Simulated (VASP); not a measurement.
# Co4Si8H (a cell with a defect): single point with PBE

The system is Co4Si8H (a cell with a defect).

```
Co Si H
1.0
     5.36029    0.00000    0.00000
     0.00000    5.36029    0.00000
     0.00000    0.00000    5.36029
Co Si H
4 8 1
Direct
  0.03389 0.99984 0.00002
  0.00554 0.49984 0.50004
  0.51495 0.99981 0.50003
  0.51487 0.49982 0.00003
  0.26599 0.26067 0.73911
  0.26596 0.73894 0.26090
  0.76586 0.24798 0.24824
  0.76589 0.75151 0.75184
  0.26590 0.26075 0.26094
  0.26594 0.73900 0.73913
  0.76581 0.24815 0.75183
  0.76580 0.75167 0.24824
  0.30810 0.99988 0.99990
```

| Quantity | Value |
| --- | --- |
| Program | VASP 6.6.1 |
| Task | single point |
| Functional | PBE |
| Potentials or basis | VASP PAW PBE potentials, release 64 (Co, Si, H) |
| Cutoff | 520 eV |
| k mesh | 3 × 3 × 3 |
| Occupations | methfessel-paxton, width 0.1 eV |
| Spin | no spin polarisation |

- Pressure: 2.8 GPa
- Largest force: 0.076 eV/Å
- Band gap on the k mesh: zero (an odd number of electrons rules out a gap without spin polarisation)

Forces on the atoms (eV/Å):
```
Co  -0.076  0.000  0.001
Co  -0.014  0.000 -0.001
Co   0.003  0.001 -0.001
Co   0.006  0.001  0.002
Si   0.002  0.010 -0.008
Si   0.003 -0.009  0.008
Si   0.002 -0.001 -0.002
Si   0.001  0.006  0.002
Si   0.004  0.008  0.007
Si   0.003 -0.010 -0.008
Si   0.004 -0.006  0.002
Si   0.004  0.001 -0.002
H    0.058  0.000  0.001
```

Stress tensor (GPa, compression positive):
```
 1.01  0.00 -0.04
 0.00  3.76  0.01
-0.04  0.01  3.77
```

Levels at points of the mesh, in eV from the Fermi level:
| k point | band 33 | band 34 | band 35 | band 36 | band 37 | band 38 |
| --- | --- | --- | --- | --- | --- | --- |
| (0.00, 0.00, 0.00) | -1.52 | 0.41 | 1.21 | 1.21 | 1.28 | 1.30 |

Run time: 89 s on 1 thread of AMD EPYC 9R45 96-Core Processor (Zen 5) (shared host), peak memory 0.24 GiB.

Caveat: the k points lie up to 0.39 Å⁻¹ apart, too coarse for converged energies and pressures of a metal; the run has no spin polarisation, though such a crystal can be magnetic. Spin polarisation is off, so any magnetic state and its effect on volume and gap are missing.
